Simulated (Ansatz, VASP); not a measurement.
**Al in VASP and in Ansatz**

The input POSCAR:

```
Al
1.0
   -1.7219180616      1.7219180616      1.4668190896
    1.7219180616     -1.7219180616      1.4668190896
    1.7219180616      1.7219180616     -1.4668190896
Al
1
Direct
    0.0000000000      0.0000000000      0.0000000000
```

Contents of INCAR.step1:

```
PREC     = Accurate       # precision mode
ENCUT    = 520            # plane-wave cutoff, eV
ISMEAR   = 0              # smearing method
SIGMA    = 0.15           # smearing width, eV
LREAL    = F              # projectors in reciprocal space
LASPH    = T              # aspherical terms in the spheres
NELM     = 100            # most SCF steps
NBANDS   = 8              # bands
GGA      = PE             # functional
ALGO     = Normal         # electronic algorithm
EDIFF    = 1E-4           # SCF threshold, eV
LWAVE    = T              # write WAVECAR
LCHARG   = F              # write CHGCAR
```

INCAR.step2

```
PREC     = Accurate       # precision mode
ENCUT    = 520            # plane-wave cutoff, eV
EDIFF    = 1E-7           # SCF threshold, eV
ISMEAR   = 0              # smearing method
SIGMA    = 0.15           # smearing width, eV
LREAL    = F              # projectors in reciprocal space
LASPH    = T              # aspherical terms in the spheres
NELM     = 100            # most SCF steps
ALGO     = Normal         # electronic algorithm
ISIF     = 2              # what is computed and relaxed
LWAVE    = F              # write WAVECAR
LCHARG   = F              # write CHGCAR
METAGGA  = R2SCAN         # meta-GGA
LMIXTAU  = T            
NBANDS   = 8              # bands
ISTART   = 1
```

KPOINTS

```
Automatic mesh
0
Gamma
  26 26 26
```

Input for Ansatz:

```yaml
crystal:
  lattice:
    - [-1.7219180616, 1.7219180616, 1.4668190896]
    - [1.7219180616, -1.7219180616, 1.4668190896]
    - [1.7219180616, 1.7219180616, -1.4668190896]
  atoms:
    - { symbol: Al, position: [0.0, 0.0, 0.0] }
basis:
  ecutwfc: 500
kpoints:
  mp_grid: { grid: [26, 26, 26] }
hamiltonian:
  xc: r2scan
scf:
  occupations: { method: gaussian, width: 0.15 }
output:
  forces: true
  stress: true
  eigenvalues: true
```

Change from the starting cell: strain +0.080 along x and y, -0.080 along z, atoms carried along.

Alike in both runs: task single point; functional r2SCAN; k mesh 26 × 26 × 26; occupations gaussian, width 0.15 eV; no spin polarisation.

|  | VASP | Ansatz |
| --- | --- | --- |
| version | VASP 6.6.1 | Ansatz 0.2.0 |
| potentials or method | VASP PAW PBE potentials, release 64 (Al), cutoff 520 eV | scalar-relativistic, plane waves, PAW |
| valence electrons in the cell | 3 | 3 |

VASP gave:

| Property | Result |
| --- | --- |
| gap on the k mesh at the Fermi level (eV) | none |
| pressure (GPa) | -5.1 |
| traceless stress, the component that is largest in VASP (GPa) | -1.17 |

**Question.** Which values does Ansatz return?

**Answer.** gap on the k mesh at the Fermi level (eV): none; pressure (GPa): -4.9; traceless stress, the component that is largest in VASP (GPa): -1.15.

VASP's potentials were made for PBE, not for r2SCAN. A gap of «none» marks a metal or a gap that the smearing closes.
